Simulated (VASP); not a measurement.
# Pt (Fm-3m) in VASP: single point with LDA

Aim: the single point of Pt with LDA.

All numbers are computed with VASP 6.6.1; they aren't measurements. Logs are shortened: lines on timing, memory, paths and dates and some standing lists are left out, and cuts for length are marked.

### 1 The cell of the first run

It takes space group Fm-3m (No. 225, cubic). The conventional cell has a = 3.894 Å, b = 3.894 Å, c = 3.894 Å, α = 90.00°, β = 90.00°, γ = 90.00°. Within 3.6 Å of Pt (site symmetry m-3m) lie 12 Pt at 2.75 Å.

### 2 Single point, LDA

INCAR reads:

```
SYSTEM = Pt
ALGO = Normal
EDIFF = 1E-6
ENCUT = 500
GGA_COMPAT = .False.
ISIF = 2
ISMEAR = 0
LASPH = .True.
LCHARG = .False.
LREAL = .False.
LWAVE = .False.
NBANDS = 11
NELM = 120
PREC = Accurate
SIGMA = 0.1
```

KPOINTS reads:

```
k-points
0
Gamma
  18 18 18
  0 0 0
```

POSCAR reads:

```
Pt
1.0
    0.0000000000      1.9467946934      1.9467946934
    1.9467946934      0.0000000000      1.9467946934
    1.9467946934      1.9467946934      0.0000000000
Pt
1
Direct
    0.0000000000      0.0000000000      0.0000000000
```

Potentials or basis: VASP PAW LDA potentials, release 64 (Pt).

Launch:

```sh
> cat potpaw_LDA.64/Pt/POTCAR > POTCAR
> mpirun -np 1 vasp_std > vasp.out
```

OUTCAR:

```text
SYSTEM = Pt
   EDIFF = 1E-6
   ENCUT = 500
   ISIF = 2
   ISMEAR = 0
   LASPH = .True.
   LREAL = .False.
   NELM = 120
   PREC = Accurate

 ion  position               nearest neighbor table
   1  0.000  0.000  0.000-

  LATTYP: Found a face centered cubic cell.
 ALAT       =     3.8935893868

  Lattice vectors:

 A1 = (   0.0000000000,   1.9467946934,   1.9467946934)
 A2 = (   1.9467946934,   0.0000000000,   1.9467946934)
 A3 = (   1.9467946934,   1.9467946934,   0.0000000000)

Analysis of symmetry for initial positions (statically):
=====================================================================
 Subroutine PRICEL returns:
 Original cell was already a primitive cell.

 Routine SETGRP: Setting up the symmetry group for a
 face centered cubic supercell.

 Subroutine GETGRP returns: Found 48 space group operations
 (whereof 48 operations were pure point group operations)
 out of a pool of 48 trial point group operations.

The static configuration has the point symmetry O_h .

Analysis of symmetry for dynamics (positions and initial velocities):
=====================================================================
 Subroutine PRICEL returns:
 Original cell was already a primitive cell.

 Routine SETGRP: Setting up the symmetry group for a
 face centered cubic supercell.

 Subroutine GETGRP returns: Found 48 space group operations
 (whereof 48 operations were pure point group operations)
 out of a pool of 48 trial point group operations.

The dynamic configuration has the point symmetry O_h .

 Subroutine INISYM returns: Found 48 space group operations
 (whereof 48 operations are pure point group operations),
 and found     1 'primitive' translations

----------------------------------------------------------------------------------------

                                     Primitive cell

  volume of cell :      14.7567

  direct lattice vectors                    reciprocal lattice vectors
     0.000000000  1.946794693  1.946794693    -0.256832424  0.256832424  0.256832424
     1.946794693  0.000000000  1.946794693     0.256832424 -0.256832424  0.256832424
     1.946794693  1.946794693  0.000000000     0.256832424  0.256832424 -0.256832424

  length of vectors
     2.753183459  2.753183459  2.753183459     0.444846807  0.444846807  0.444846807

  position of ions in fractional coordinates (direct lattice)
     0.000000000  0.000000000  0.000000000

  ion indices of the primitive-cell ions
   primitive index   ion index
                 1           1

----------------------------------------------------------------------------------------

 KPOINTS: k-points

Automatic generation of k-mesh.
 Grid dimensions read from file:
 generate k-points for:   18   18   18

 Generating k-lattice:

  Cartesian coordinates                     Fractional coordinates (reciprocal lattice)
    -0.014268468  0.014268468  0.014268468     0.055555556  0.000000000  0.000000000
     0.014268468 -0.014268468  0.014268468     0.000000000  0.055555556  0.000000000
     0.014268468  0.014268468 -0.014268468     0.000000000  0.000000000  0.055555556

  Length of vectors
     0.024713712  0.024713712  0.024713712

  Shift w.r.t. Gamma in fractional coordinates (k-lattice)
     0.000000000  0.000000000  0.000000000

 Subroutine IBZKPT returns following result:
 ===========================================

 Found    195 irreducible k-points:

 Following reciprocal coordinates:
            Coordinates               Weight
  0.000000  0.000000  0.000000      1.000000
  0.055556  0.000000  0.000000      8.000000
  0.111111  0.000000  0.000000      8.000000
  0.166667  0.000000  0.000000      8.000000
  0.222222  0.000000  0.000000      8.000000
  0.277778  0.000000  0.000000      8.000000
[... 16 lines left out ...]
 -0.277778  0.055556  0.000000     24.000000
 -0.222222  0.055556  0.000000     24.000000
 [... further k-points ...]
   k-points           NKPTS =    195   k-points in BZ     NKDIM =    195   number of bands    NBANDS=     11
   number of dos      NEDOS =    301   number of ions     NIONS =      1
   total plane-waves  NPLWV =   8000
   dimension x,y,z NGX =    20 NGY =   20 NGZ =   20
   dimension x,y,z NGXF=    40 NGYF=   40 NGZF=   40
   ions per type =               1
   NGX,Y,Z   is equivalent  to a cutoff of  12.08, 12.08, 12.08 a.u.
   NGXF,Y,Z  is equivalent  to a cutoff of  24.15, 24.15, 24.15 a.u.
 SYSTEM =  Pt
   PREC   = accura    normal or accurate (medium, high low for compatibility)
   ISTART =      0    job   : 0-new  1-cont  2-samecut
   ICHARG =      2    charge: 1-file 2-atom 10-const
   ISPIN  =      1    spin polarized calculation?
   LNONCOLLINEAR =      F non collinear calculations
   LSORBIT =      F    spin-orbit coupling
   LASPH  =      T    aspherical Exc in radial PAW
   ENCUT  =  500.0 eV  36.75 Ry    6.06 a.u.   5.02  5.02  5.02*2*pi/ulx,y,z
   NELM   =    120;   NELMIN=  2; NELMDL= -5     # of ELM steps
   EDIFF  = 0.1E-05   stopping-criterion for ELM
   LREAL  =      F    real-space projection
   EDIFFG = 0.1E-04   stopping-criterion for IOM
   NSW    =      0    number of steps for IOM
   IBRION =     -1    ionic relax: 0-MD 1-quasi-New 2-CG
   NFREE  =      0    steps in history (QN), initial steepest desc. (CG)
   ISIF   =      2    stress and relaxation
   ISYM   =      2    0-nonsym 1-usesym 2-fastsym
   POTIM  = 0.5000    time-step for ionic-motion
   TEBEG  =    0.0;   TEEND  =   0.0 temperature during run
   PSTRESS=    0.0 pullay stress
   NELECT =      10.0000    total number of electrons
   NUPDOWN=      -1.0000    fix difference up-down
   EMIN   =  10.00;   EMAX   =-10.00  energy-range for DOS
   EFERMI =   0.00;   METHOD = LEGACY
   ISMEAR =     0;   SIGMA  =   0.10  broadening in eV -4-tet -1-fermi 0-gaus
   EFERMI_NEDOS =   21; number of points for ismear=-14 and -15
   IALGO  =     38    algorithm
   IMIX   =      4    mixing-type and parameters
     AMIX     =   0.40;   BMIX     =  1.00
     AMIX_MAG =   1.60;   BMIX_MAG =  1.00
  volume/ion in A,a.u.               =      14.76        99.58
  Fermi-wavevector in a.u.,A,eV,Ry     =   1.437953  2.717337 28.132885  2.067709
  Thomas-Fermi vector in A             =   2.556974
   LORBIT       =      0    0 simple, 1 ext, 2 COOP (PROOUT), +10 PAW based schemes
   GGA     = CA    functional components
   LHFCALC =     F    Hartree Fock is set to
   AEXX    =    0.0000 exact exchange contribution
   IVDW    =     0    specifies the selected vdW correction
   LEPSILON=     F    determine dielectric tensor
   LRPA    =     F    only Hartree local field effects (RPA)
 non-spin polarized calculation
 Gauss-broadening in eV      SIGMA  =   0.10
  energy-cutoff  :      500.00
  volume of cell :       14.76
 maximum number of plane-waves:       388
   NGX =  9   NGY =  9   NGZ =  9

 number of electron      10.0000000 magnetization

 Free energy of the ion-electron system (eV)
  ---------------------------------------------------
  ext. energy  EPLUGINS =         0.00000000
  ---------------------------------------------------
  free energy    TOTEN  =        -7.50697719 eV

  energy without entropy =       -7.49667056  energy(sigma->0) =       -7.50182387

 E-fermi :  11.5712     XC(G=0): -13.8141

 val. band max:       11.5664801667   @ k =  -0.3333   0.3889   0.1111
 cond. band min:      11.5823478145   @ k =   0.3889   0.2222   0.0000
 fundamental gap:      0.0158676478
 Fermi energy:        11.5711579328

 k-point     1 :       0.0000    0.0000    0.0000
  band No.  band energies     occupation
      1       1.0761      2.00000
      2       7.6115      2.00000
      3       7.6115      2.00000
      4       7.6115      2.00000
      5       9.8828      2.00000
      6       9.8828      2.00000
      7      26.1251      0.00000
      8      31.1701      0.00000
      9      31.1701      0.00000
     10      31.1701      0.00000
     11      36.7037      0.00000

 k-point     2 :       0.0556    0.0000    0.0000
  band No.  band energies     occupation
      1       1.2035      2.00000
      2       7.5529      2.00000
      3       7.6631      2.00000
      4       7.6631      2.00000
      5       9.8527      2.00000
      6       9.8527      2.00000
      7      26.3287      0.00000
      8      30.5118      0.00000
      9      31.3700      0.00000
     10      31.3700      0.00000
     11      37.4480      0.00000

 k-point     3 :       0.1111    0.0000    0.0000
  band No.  band energies     occupation
      1       1.5738      2.00000
      2       7.4029      2.00000
      3       7.7986      2.00000
      4       7.7986      2.00000
      5       9.7881      2.00000
      6       9.7881      2.00000
      7      26.8856      0.00000
      8      29.1243      0.00000
      9      31.9524      0.00000
     10      31.9524      0.00000
     11      38.3543      0.00000

 k-point     4 :       0.1667    0.0000    0.0000
  band No.  band energies     occupation
      1       2.1454      2.00000
      2       7.2364      2.00000
      3       7.9522      2.00000
      4       7.9522      2.00000
      5       9.7684      2.00000
      6       9.7684      2.00000
      7      27.5422      0.00000
      8      27.6025      0.00000
      9      32.8615      0.00000
     10      32.8615      0.00000
     11      36.7739      0.00000
[... 239 lines left out ...]
 k-point    22 :      -0.3333    0.0556    0.0000
  band No.  band energies     occupation
      1       3.9966      2.00000
      2       7.7210      2.00000
      3       7.8391      2.00000
      4       8.2787      2.00000
      5      10.5854      2.00000
      6      11.3621      1.99688
      7      21.3983      0.00000
      8      26.8668      0.00000
      9      31.3580      0.00000
     10      33.3280      0.00000
     11      36.5340      0.00000

 k-point    23 :      -0.2778    0.0556    0.0000
  band No.  band energies     occupation
      1       3.7120      2.00000
      2       7.4473      2.00000
      3       7.9125      2.00000
      4       7.9887      2.00000
      5      10.0705      2.00000
      6      10.8374      2.00000
      7      23.4554      0.00000
      8      27.6273      0.00000
      9      32.3291      0.00000
     10      34.8715      0.00000
     11      35.1991      0.00000

 k-point    24 :      -0.2222    0.0556    0.0000
  band No.  band energies     occupation
      1       3.1568      2.00000
      2       7.1051      2.00000
      3       8.0238      2.00000
      4       8.0929      2.00000
      5       9.6677      2.00000
      6      10.3800      2.00000
      7      25.3590      0.00000
      8      28.1627      0.00000
      9      32.8162      0.00000
     10      34.1766      0.00000
     11      35.4387      0.00000

 [... further k-points ...]

------------------------ aborting loop because EDIFF is reached ----------------------------------------

  FORCE on cell =-STRESS in cart. coord.  units (eV):
  Direction    XX          YY          ZZ          XY          YZ          ZX
  --------------------------------------------------------------------------------------
  -------------------------------------------------------------------------------------
  Total        0.0750077      0.0750077      0.0750077     -0.0000000      0.0000000     -0.0000000
  in kB        8.1437775      8.1437775      8.1437775     -0.0000000      0.0000000     -0.0000000
  external PRESSURE =       8.1437775 kB  Pullay stress =       0.0000000 kB

 VOLUME and BASIS-vectors are now :
 -----------------------------------------------------------------------------
  energy-cutoff  :      500.00
  volume of cell :       14.76
      direct lattice vectors                 reciprocal lattice vectors
     0.000000000  1.946794693  1.946794693    -0.256832424  0.256832424  0.256832424
     1.946794693  0.000000000  1.946794693     0.256832424 -0.256832424  0.256832424
     1.946794693  1.946794693  0.000000000     0.256832424  0.256832424 -0.256832424

 POSITION                                       TOTAL-FORCE (eV/Angst)
 -----------------------------------------------------------------------------------
      0.00000      0.00000      0.00000         0.000000     -0.000000      0.000000
 -----------------------------------------------------------------------------------
    total drift:                                0.000000     -0.000000     -0.000000

  FREE ENERGIE OF THE ION-ELECTRON SYSTEM (eV)
  ---------------------------------------------------
  free  energy   TOTEN  =        -7.5069771904 eV

  energy  without entropy=       -7.4966705561  energy(sigma->0) =       -7.50182387
```

Wall time 16 s (1 thread of Intel Xeon Platinum 8375C at 2.90GHz (Ice Lake), shared host); peak memory 0.14 GiB.

Results:

```yaml
Free_energy: -7.5070 eV
Pressure: 0.8 GPa
Band_gap_on_the_k_mesh: zero (band 5 reaches 12.08 eV, above the bottom of band 6 at 9.77 eV)
```

Caveat: spin-orbit coupling is left out, which moves the levels of the heavy elements.
